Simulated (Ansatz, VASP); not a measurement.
**Two plane-wave programs on TiH**

```xyz
2
Lattice="2.8613 0.0000 0.0000 -1.4306 2.4779 0.0000 0.0000 0.0000 2.6278" Properties=species:S:1:pos:R:3 pbc="T T T"
Ti    0.0000    0.0000    0.0000
H     1.4306    0.8260    1.3139
```

Alike in both runs: functional r2SCAN; k mesh 24 × 24 × 20; occupations gaussian, width 0.1 eV; no spin polarisation.

Ansatz relaxed the structure, and its values are those at the end. VASP's run is a single point on that final structure, the one shown.

```csv
,VASP,Ansatz
version,VASP 6.6.1,Ansatz 0.2.0
potentials or method,"VASP PAW PBE potentials, release 64 (Ti_sv, H), cutoff 520 eV","scalar-relativistic, plane waves, PAW"
valence electrons in the cell,13,13
```

Ansatz gave:

```
gap on the k mesh at the Fermi level (eV) : none
pressure (GPa)                            : 0.0
```

Question: Estimate VASP's values.

Answer: gap on the k mesh at the Fermi level (eV): none; pressure (GPa): 0.5.

VASP's potentials were made for PBE, not for r2SCAN. A gap of «none» marks a metal or a gap that the smearing closes. With one functional, cell and mesh, what is left measures potentials, basis and numerics.
